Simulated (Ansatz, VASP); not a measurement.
# One calculation of LiH, two programs

INCAR

```
  PREC = Accurate
  ENCUT = 520
  EDIFF = 1E-6
  ISMEAR = 0
  SIGMA = 0.01
  LREAL = F
  LASPH = T
  NELM = 100
  ALGO = Normal
  ISIF = 2
  LWAVE = F
  LCHARG = F
  GGA = PE
  NBANDS = 9
```

The input KPOINTS:

```
Automatic mesh
0
Gamma
  8 8 8
```

Contents of POSCAR:

```
LiH
1.0
    0.0000000000      2.1433374621      2.1433374621
    2.1433374621      0.0000000000      2.1433374621
    2.1433374621      2.1433374621      0.0000000000
Li H
1 1
Direct
    0.0000000000      0.0000000000      0.0000000000
    0.2500000000      0.2500000000      0.2500000000
```

Input for Ansatz:

```yaml
crystal:
  lattice:
    - [0.0, 2.1433374621, 2.1433374621]
    - [2.1433374621, 0.0, 2.1433374621]
    - [2.1433374621, 2.1433374621, 0.0]
  atoms:
    - { symbol: Li, position: [0.0, 0.0, 0.0] }
    - { symbol: H, position: [0.25, 0.25, 0.25] }
kpoints:
  mp_grid: { grid: [8, 8, 8] }
hamiltonian:
  xc: pbe
scf:
  occupations: { method: fixed }
  n_extra_bands: 4
output:
  forces: true
  stress: true
  eigenvalues: true
```

Alike in both runs: task single point; functional PBE; k mesh 8 × 8 × 8; no spin polarisation.

|  | VASP | Ansatz |
| --- | --- | --- |
| version | VASP 6.6.1 | Ansatz 0.2.0 |
| potentials or method | VASP PAW PBE potentials, release 64 (Li_sv, H) | plane waves, PAW |
| plane-wave cutoff (eV) | 520 | 420 |
| occupations | gaussian, width 0.01 eV | fixed |
| valence electrons in the cell | 4 | 4 |

|  | VASP | Ansatz | Ansatz less VASP |
| --- | --- | --- | --- |
| gap on the k mesh at the Fermi level (eV) | 4.21 | 4.20 | -0.006 |

Noted on VASP's run: the cutoff is short for stress, so the pressure is rough.
